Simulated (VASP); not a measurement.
# CsLiCr2Te2S3 (Pm) in VASP: electric field gradients with PBE

Aim: the electric field gradients of CsLiCr2Te2S3 with PBE.

Program: VASP 6.6.1. These are calculated values, not measurements. Logs are shortened: lines on timing, memory, paths and dates and some standing lists are left out, and cuts for length are marked.

## Step 1: The cell of the first run

The structure is monoclinic, space group Pm (No. 6). Conventional cell: a = 7.057 Å, b = 3.981 Å, c = 9.084 Å, α = 90.00°, β = 107.12°, γ = 90.00°. Within 5.5 Å of Cs (site symmetry m) lie 8 S at 3.44 to 5.49 Å and 3 Te at 3.93 to 4.13 Å and 2 Cs at 3.98 Å and 4 Cr at 4.03 to 5.08 Å and 4 Li at 4.85 to 5.48 Å. Li (site symmetry m) has 4 S at 2.21 to 2.63 Å and 3 Cr at 2.81 to 2.88 Å and 2 Te at 2.89 Å within 2.9 Å. Cr (site symmetry m) has 5 S at 2.47 to 2.63 Å and 1 Te at 2.79 Å and 2 Li at 2.81 Å within 3.3 Å. Cr (site symmetry m) has 2 S at 2.34 to 2.50 Å and 4 Te at 2.76 to 2.80 Å and 1 Li at 2.88 Å within 3.1 Å. Te (site symmetry m) has 3 Cr at 2.76 to 2.79 Å and 2 S at 3.48 Å within 3.6 Å. Within 3.3 Å of Te (site symmetry m) lie 3 S at 2.48 to 3.23 Å and 2 Cr at 2.80 Å and 2 Li at 2.89 Å. Within 2.9 Å of S (site symmetry m) lie 2 Li at 2.21 Å and 1 Te at 2.48 Å and 1 Cr at 2.51 Å. S (site symmetry m) has 3 Cr at 2.34 to 2.47 Å and 1 Li at 2.63 Å and 3 S at 3.17 to 3.30 Å and 2 Te at 3.23 Å within 3.3 Å.

## Step 2: Electric field gradients, PBE, collinear spin, ferromagnetic start

INCAR reads:

```
SYSTEM = CsLiCr2Te2S3
  PREC = Accurate
  ENCUT = 520
  EDIFF = 1E-8
  ISMEAR = -1
  SIGMA = 0.05
  LREAL = .FALSE.
  LASPH = .TRUE.
  NELM = 150
  ALGO = Normal
  ISIF = 2
  LWAVE = .FALSE.
  LCHARG = .FALSE.
  ISPIN = 2
  MAGMOM = 0 0 3 3 0 0 0 0 0
  LORBIT = 11
  LMAXMIX = 4
  GGA = PE
  LEFG = .TRUE.
  NBANDS = 47
  KPAR = 2
```

KPOINTS reads:

```
Automatic mesh
0
G
  4 7 3
  0 0 0
```

POSCAR reads:

```
CsLiCr2Te2S3
1.0
    7.0568400000      0.0000000000      0.0078800000
    0.0000000000      3.9806000000      0.0000000000
   -2.6830200000      0.0000000000      8.6786900000
Cs Li Cr Te S
1 1 2 2 3
Direct
    0.0773900000      0.0000000000      0.3770600000
    0.8642400000      0.5000000000      0.7888300000
    0.1264600000      0.0000000000      0.9461600000
    0.5929000000      0.5000000000      0.9716500000
    0.5083800000      0.0000000000      0.1527000000
    0.5561200000      0.0000000000      0.7489300000
    0.8742600000      0.0000000000      0.6850200000
    0.2517600000      0.5000000000      0.8440200000
    0.9629400000      0.5000000000      0.0535700000
```

Potentials or basis: VASP PAW PBE potentials, release 64 (Cs_sv, Li_sv, Cr_pv, Te, S).

The run is started by

```
cat potpaw_PBE.64/Cs_sv/POTCAR potpaw_PBE.64/Li_sv/POTCAR potpaw_PBE.64/Cr_pv/POTCAR potpaw_PBE.64/Te/POTCAR potpaw_PBE.64/S/POTCAR > POTCAR
mpirun -np 2 vasp_std > vasp.out
```

OUTCAR:

```text
SYSTEM = CsLiCr2Te2S3
   PREC = Accurate
   ENCUT = 520
   EDIFF = 1E-8
   ISMEAR = -1
   LREAL = .FALSE.
   LASPH = .TRUE.
   NELM = 150
   ISIF = 2
   ISPIN = 2
   LORBIT = 11
   GGA = PE

 ion  position               nearest neighbor table
   1  0.077  0.000  0.377-
   2  0.864  0.500  0.789-   7 2.21   7 2.21   9 2.30   8 2.63   3 2.81   3 2.81   4 2.88   6 2.89
                             6 2.89
   3  0.126  0.000  0.946-   8 2.47   8 2.47   7 2.51   9 2.63   9 2.63   5 2.79   2 2.81   2 2.81

   4  0.593  0.500  0.972-   8 2.34   9 2.50   5 2.76   5 2.76   6 2.80   6 2.80   2 2.88
   5  0.508  0.000  0.153-   4 2.76   4 2.76   3 2.79
   6  0.556  0.000  0.749-   7 2.48   4 2.80   4 2.80   2 2.89   2 2.89   8 3.23   8 3.23
   7  0.874  0.000  0.685-   2 2.21   2 2.21   6 2.48   3 2.51
   8  0.252  0.500  0.844-   4 2.34   3 2.47   3 2.47   2 2.63   6 3.23   6 3.23
   9  0.963  0.500  0.054-   2 2.30   4 2.50   3 2.63   3 2.63

  LATTYP: Found a simple monoclinic cell.
 ALAT       =     7.0568443996
 B/A-ratio  =     0.5640764873
 C/A-ratio  =     1.2872546816
 COS(beta)  =    -0.2942910888

  Lattice vectors:

 A1 = (   7.0568400000,   0.0000000000,   0.0078800000)
 A2 = (   0.0000000000,   3.9806000000,   0.0000000000)
 A3 = (  -2.6830200000,   0.0000000000,   8.6786900000)

Analysis of symmetry for initial positions (statically):
=====================================================================
 Subroutine PRICEL returns:
 Original cell was already a primitive cell.

 Routine SETGRP: Setting up the symmetry group for a
 simple monoclinic supercell.

 Subroutine GETGRP returns: Found  2 space group operations
 (whereof  2 operations were pure point group operations)
 out of a pool of  4 trial point group operations.

The static configuration has the point symmetry C_1h.

Analysis of symmetry for dynamics (positions and initial velocities):
=====================================================================
 Subroutine PRICEL returns:
 Original cell was already a primitive cell.

 Routine SETGRP: Setting up the symmetry group for a
 simple monoclinic supercell.

 Subroutine GETGRP returns: Found  2 space group operations
 (whereof  2 operations were pure point group operations)
 out of a pool of  4 trial point group operations.

The dynamic configuration has the point symmetry C_1h.

Analysis of structural, dynamic, and magnetic symmetry:
=====================================================================
 Subroutine PRICEL returns:
 Original cell was already a primitive cell.

 Routine SETGRP: Setting up the symmetry group for a
 simple monoclinic supercell.

 Subroutine GETGRP returns: Found  2 space group operations
 (whereof  2 operations were pure point group operations)
 out of a pool of  4 trial point group operations.

The overall configuration has the point symmetry C_1h.

 Subroutine INISYM returns: Found  2 space group operations
 (whereof  2 operations are pure point group operations),
 and found     1 'primitive' translations

----------------------------------------------------------------------------------------

                                     Primitive cell

  volume of cell :     243.8725

  direct lattice vectors                    reciprocal lattice vectors
     7.056840000  0.000000000  0.007880000     0.141657584  0.000000000  0.043793491
     0.000000000  3.980600000  0.000000000     0.000000000  0.251218409  0.000000000
    -2.683020000  0.000000000  8.678690000    -0.000128621  0.000000000  0.115185000

  length of vectors
     7.056844400  3.980600000  9.083955990     0.148272523  0.251218409  0.115185072

  position of ions in fractional coordinates (direct lattice)
     0.077390000  0.000000000  0.377060000
     0.864240000  0.500000000  0.788830000
     0.126460000  0.000000000  0.946160000
     0.592900000  0.500000000  0.971650000
     0.508380000  0.000000000  0.152700000
     0.556120000  0.000000000  0.748930000
     0.874260000  0.000000000  0.685020000
     0.251760000  0.500000000  0.844020000
     0.962940000  0.500000000  0.053570000

  ion indices of the primitive-cell ions
   primitive index   ion index
                 1           1
                 2           2
                 3           3
                 4           4
                 5           5
                 6           6
                 7           7
                 8           8
                 9           9

----------------------------------------------------------------------------------------

 KPOINTS: Automatic mesh

Automatic generation of k-mesh.
 Grid dimensions read from file:
 generate k-points for:    4    7    3
[... 86 lines left out ...]
  Fermi-wavevector in a.u.,A,eV,Ry     =   1.058933  2.001093 15.256747  1.121339
  Thomas-Fermi vector in A             =   2.194260
   LORBIT       =     11    0 simple, 1 ext, 2 COOP (PROOUT), +10 PAW based schemes
   GGA     = PE    functional components
   LHFCALC =     F    Hartree Fock is set to
   AEXX    =    0.0000 exact exchange contribution
   IVDW    =     0    specifies the selected vdW correction
   LEPSILON=     F    determine dielectric tensor
   LRPA    =     F    only Hartree local field effects (RPA)
 spin polarized calculation
  energy-cutoff  :      520.00
  volume of cell :      243.87
 maximum number of plane-waves:      6596
 NGX is ok and might be reduce to    54
   NGX = 27   NGY = 15   NGZ = 33

 number of electron      66.0000007 magnetization       6.0000235

 Free energy of the ion-electron system (eV)
  ---------------------------------------------------
  ext. energy  EPLUGINS =         0.00000000
  ---------------------------------------------------
  free energy    TOTEN  =       -46.15207839 eV

  energy without entropy =      -46.15174976  energy(sigma->0) =      -46.15191408

 E-fermi :   4.0935     XC(G=0):  -8.5817

 val. band max:        3.8743160594   @ k =   0.0000   0.0000   0.0000
 cond. band min:       4.3374373568   @ k =   0.5000   0.2857   0.3333
 fundamental gap:      0.4631212975
 Fermi energy:         4.0935081113

 spin component 1

 k-point     1 :       0.0000    0.0000    0.0000
  band No.  band energies     occupation
      1     -41.4197      1.00000
      2     -40.5289      1.00000
      3     -40.5249      1.00000
      4     -40.5040      1.00000
      5     -40.2401      1.00000
      6     -40.2393      1.00000
[... 1141 lines left out ...]
     44       8.2536      0.00000
     45       8.5807      0.00000

 [... further k-points ...]

 spin component 2

 k-point     1 :       0.0000    0.0000    0.0000
  band No.  band energies     occupation
      1     -41.4207      1.00000
      2     -37.5309      1.00000
      3     -37.4085      1.00000
      4     -37.3247      1.00000
      5     -37.3076      1.00000
      6     -37.2685      1.00000
[... 1141 lines left out ...]
     44       8.4590      0.00000
     45       8.8759      0.00000

 [... further k-points ...]

 [bands above 45 left out]

------------------------ aborting loop because EDIFF is reached ----------------------------------------

  FORCE on cell =-STRESS in cart. coord.  units (eV):
  Direction    XX          YY          ZZ          XY          YZ          ZX
  --------------------------------------------------------------------------------------
  -------------------------------------------------------------------------------------
  Total       -0.0716694      0.1074776      0.0258262      0.0000000      0.0000000      0.0394268
  in kB       -0.4708491      0.7060989      0.1696714      0.0000000      0.0000000      0.2590238
  external PRESSURE =       0.1349737 kB  Pullay stress =       0.0000000 kB

 VOLUME and BASIS-vectors are now :
 -----------------------------------------------------------------------------
  energy-cutoff  :      520.00
  volume of cell :      243.87
      direct lattice vectors                 reciprocal lattice vectors
     7.056840000  0.000000000  0.007880000     0.141657584  0.000000000  0.043793491
     0.000000000  3.980600000  0.000000000     0.000000000  0.251218409  0.000000000
    -2.683020000  0.000000000  8.678690000    -0.000128621  0.000000000  0.115185000

 POSITION                                       TOTAL-FORCE (eV/Angst)
 -----------------------------------------------------------------------------------
     -0.46553      0.00000      3.27300         0.003250      0.000000      0.004973
      3.98236      1.99030      6.85282        -0.013403      0.000000      0.013628
     -1.64616      0.00000      8.21243        -0.002842      0.000000      0.000502
      1.57704      1.99030      8.43732         0.006447      0.000000      0.004010
      3.17786      0.00000      1.32924         0.000725      0.000000     -0.006010
      1.91506      0.00000      6.50411         0.012106      0.000000     -0.006754
      4.33159      0.00000      5.95197        -0.010695      0.000000     -0.012359
     -0.48789      1.99030      7.32697         0.004453      0.000000     -0.004781
      6.65158      1.99030      0.47251        -0.000042      0.000000      0.006789
 -----------------------------------------------------------------------------------
    total drift:                                0.000001     -0.000000     -0.000004

  FREE ENERGIE OF THE ION-ELECTRON SYSTEM (eV)
  ---------------------------------------------------
  free  energy   TOTEN  =       -46.1520783937 eV

  energy  without entropy=      -46.1517497575  energy(sigma->0) =      -46.15191408

 Electric field gradients (V/A^2)
---------------------------------------------------------------------
 ion       V_xx      V_yy      V_zz      V_xy      V_xz      V_yz
---------------------------------------------------------------------
   1      -9.920   103.690   -93.769     0.000    15.001     0.000
   2       0.448     0.226    -0.674     0.000     0.532     0.000
   3       5.027    -3.027    -2.000    -0.000    -6.577     0.000
   4     -21.206    14.200     7.007    -0.000   -11.783     0.000
   5       6.161    22.183   -28.343     0.000    20.213     0.000
   6     659.578  -303.593  -355.985     0.000  -344.169    -0.000
   7     178.579  -138.811   -39.767    -0.000   -20.109     0.000
   8      16.669    39.364   -56.033     0.000    -9.395     0.000
   9      30.486    20.022   -50.508     0.000   -12.013     0.000
---------------------------------------------------------------------

 Electric field gradients after diagonalization (V/A^2)
 (convention: |V_zz| > |V_xx| > |V_yy|)
----------------------------------------------------------------------
 ion       V_xx      V_yy      V_zz     asymmetry (V_yy - V_xx)/ V_zz
----------------------------------------------------------------------
   1     -96.372    -7.317   103.690       0.859
   2       0.660     0.226    -0.886       0.490
   3      -5.943    -3.027     8.970       0.325
   4      14.200    11.280   -25.480       0.115
   5      22.183    15.483   -37.665       0.178
   6    -461.632  -303.593   765.225       0.207
   7    -138.811   -41.604   180.415       0.539
   8      39.364    17.864   -57.228       0.376
   9      32.230    20.022   -52.252       0.234
----------------------------------------------------------------------

           NMR quadrupolar parameters

 Cq : quadrupolar parameter    Cq=e*Q*V_zz/h
 eta: asymmetry parameters     (V_yy - V_xx)/ V_zz
 Q  : nuclear electric quadrupole moment in mb (millibarn)
----------------------------------------------------------------------
 ion       Cq(MHz)       eta       Q (mb)
----------------------------------------------------------------------
   1       0.251       0.859       1.000
   2      -0.002       0.490       1.000
   3       0.022       0.325       1.000
   4      -0.062       0.115       1.000
   5      -0.091       0.178       1.000
   6       1.850       0.207       1.000
   7       0.436       0.539       1.000
   8      -0.138       0.376       1.000
   9      -0.126       0.234       1.000
----------------------------------------------------------------------

 total charge

# of ion       s       p       d       tot
------------------------------------------
    1        1.835   4.701   0.034   6.570
    2        2.035   0.088   0.000   2.123
    3        0.251   6.210   4.024  10.485
    4        0.265   6.238   4.080  10.583
    5        1.363   2.022   0.023   3.408
    6        1.397   1.916   0.052   3.364
    7        1.350   2.390   0.000   3.740
    8        1.341   2.368   0.000   3.709
    9        1.326   2.386   0.000   3.712
--------------------------------------------------
tot         11.163  28.318   8.214  47.695

 magnetization (x)

# of ion       s       p       d       tot
------------------------------------------
    1        0.000  -0.001   0.001  -0.000
    2       -0.000   0.000   0.000  -0.000
    3        0.046   0.039   3.000   3.086
    4        0.041   0.038   2.871   2.951
    5       -0.005  -0.152   0.007  -0.150
    6       -0.002  -0.055   0.003  -0.053
    7        0.000  -0.034   0.000  -0.034
    8       -0.005  -0.117   0.000  -0.122
    9       -0.002  -0.060   0.000  -0.062
--------------------------------------------------
tot          0.073  -0.341   5.882   5.614
```

Run time: 9.3 min. Hardware: 2 MPI ranks of Intel Xeon Platinum 8259CL at 2.50GHz (Skylake/Cascade Lake), shared host; peak memory 0.74 GiB.

What came out:

```yaml
Free_energy: -46.1521 eV
Largest_force: 0.019 eV/Å
Band_gap_on_the_k_mesh: 0.46 eV (least direct gap 0.75 eV)
Net_moment: 6.00 μB per cell
Site_moments: Cs -0.00; Li -0.00; Cr +3.09, +2.95; Te -0.15, -0.05; S -0.03, -0.12, -0.06 μB
Largest_electric_field_gradient_by_atom: Cs +103.7; Li -0.9; Cr +9.0, -25.5; Te -37.7, +765.2; S +180.4, -57.2, -52.3 V/Å²
Valence_electrons_inside_the_program's_atomic_spheres: Cs 6.57; Li 2.12; Cr 10.48, 10.58; Te 3.41, 3.36; S 3.74, 3.71 (each value once)
```

Forces on the atoms (eV/Å):
```
Cs   0.003  0.000  0.005
Li  -0.013  0.000  0.014
Cr  -0.003  0.000  0.001
Cr   0.006  0.000  0.004
Te   0.001  0.000 -0.006
Te   0.012  0.000 -0.007
S   -0.011  0.000 -0.012
S    0.004  0.000 -0.005
S    0.000  0.000  0.007
```

Electric field gradients, principal values (V/Å²):
```
atom     least    middle  greatest (by size)
1 Cs    -7.317   -96.372             103.690
2 Li     0.226     0.660              -0.886
3 Cr    -3.027    -5.943               8.970
4 Cr    11.280    14.200             -25.480
5 Te    15.483    22.183             -37.665
6 Te  -303.593  -461.632             765.225
 7 S   -41.604  -138.811             180.415
 8 S    17.864    39.364             -57.228
 9 S    20.022    32.230             -52.252
```

Caveat: the cutoff is under 1.25 times the usual one of these potentials, so pressure, stress and relaxed cells hold a basis-set (Pulay) error; without QUAD_EFG the Cq values of the log hold for a quadrupole moment of 1 mb, not for the nuclei; spin-orbit coupling is left out, which moves the levels of the heavy elements; the run started ferromagnetic, and an antiferromagnetic order may lie lower in energy.
